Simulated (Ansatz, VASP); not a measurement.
# One calculation of Si3N4, two programs

The input INCAR:

```
SYSTEM = Si3N4
  PREC = Accurate
  ENCUT = 520
  EDIFF = 1E-6
  ISMEAR = 0
  SIGMA = 0.1
  LREAL = .False.
  LASPH = .True.
  NELM = 100
  ALGO = Normal
  ISIF = 2
  LWAVE = .False.
  LCHARG = .False.
  GGA = PE
  IVDW = 12
  NBANDS = 45
```

KPOINTS

```
Automatic mesh
0
Gamma
  3 3 6
  0 0 0
```

The input POSCAR:

```
Si3N4
1.0
    7.6093012536      0.0000000000      0.0000000000
   -3.8046506268      6.5898481906      0.0000000000
    0.0000000000      0.0000000000      2.9079000000
Si N
6 8
Direct
    0.1742000000      0.7678000000      0.2500000000
    0.4064000000      0.1742000000      0.7500000000
    0.2322000000      0.4064000000      0.2500000000
    0.8258000000      0.2322000000      0.7500000000
    0.5936000000      0.8258000000      0.2500000000
    0.7678000000      0.5936000000      0.7500000000
    0.3333333333      0.6666666667      0.2500000000
    0.6666666667      0.3333333333      0.7500000000
    0.3290000000      0.0390000000      0.2500000000
    0.2900000000      0.3290000000      0.7500000000
    0.9610000000      0.2900000000      0.2500000000
    0.6710000000      0.9610000000      0.7500000000
    0.7100000000      0.6710000000      0.2500000000
    0.0390000000      0.7100000000      0.7500000000
```

Input for Ansatz:

```yaml
crystal:
  lattice:
    - [7.6093012536, 0.0, 0.0]
    - [-3.8046506268, 6.5898481906, 0.0]
    - [0.0, 0.0, 2.9079]
  atoms:
    - { symbol: Si, position: [0.1742, 0.7678, 0.25] }
    - { symbol: Si, position: [0.4064, 0.1742, 0.75] }
    - { symbol: Si, position: [0.2322, 0.4064, 0.25] }
    - { symbol: Si, position: [0.8258, 0.2322, 0.75] }
    - { symbol: Si, position: [0.5936, 0.8258, 0.25] }
    - { symbol: Si, position: [0.7678, 0.5936, 0.75] }
    - { symbol: "N", position: [0.3333333333, 0.6666666667, 0.25] }
    - { symbol: "N", position: [0.6666666667, 0.3333333333, 0.75] }
    - { symbol: "N", position: [0.329, 0.039, 0.25] }
    - { symbol: "N", position: [0.29, 0.329, 0.75] }
    - { symbol: "N", position: [0.961, 0.29, 0.25] }
    - { symbol: "N", position: [0.671, 0.961, 0.75] }
    - { symbol: "N", position: [0.71, 0.671, 0.25] }
    - { symbol: "N", position: [0.039, 0.71, 0.75] }
basis:
  ecutwfc: 420
kpoints:
  mp_grid: { grid: [3, 3, 6] }
hamiltonian:
  xc: pbe
  dispersion: d3bj
scf:
  occupations: { method: gaussian, width: 0.1 }
output:
  forces: true
  stress: true
  eigenvalues: true
```

Alike in both runs: task single point; functional PBE; dispersion D3(BJ); k mesh 3 × 3 × 6; occupations gaussian, width 0.1 eV; no spin polarisation.

|  | VASP | Ansatz |
| --- | --- | --- |
| version | VASP 6.6.1 | Ansatz 0.2.0 |
| potentials or method | VASP PAW PBE potentials, release 64 (Si, N), cutoff 520 eV | scalar-relativistic, plane waves, PAW |
| valence electrons in the cell | 64 | 64 |

|  | VASP | Ansatz | Ansatz less VASP |
| --- | --- | --- | --- |
| gap on the k mesh at the Fermi level (eV) | 4.29 | 4.30 | +0.009 |
| least direct gap on the mesh (eV) | 4.56 | 4.57 | +0.008 |
| pressure (GPa) | 2.1 | 2.4 | +0.28 |
| traceless stress, the component that is largest in VASP (GPa) | 6.06 | 6.05 | -0.011 |
| rms of the force components (eV/Å) | 0.834 | 0.830 | -0.0044 |

Atom by atom the forces differ by 0.005 eV/Å (rms over components).
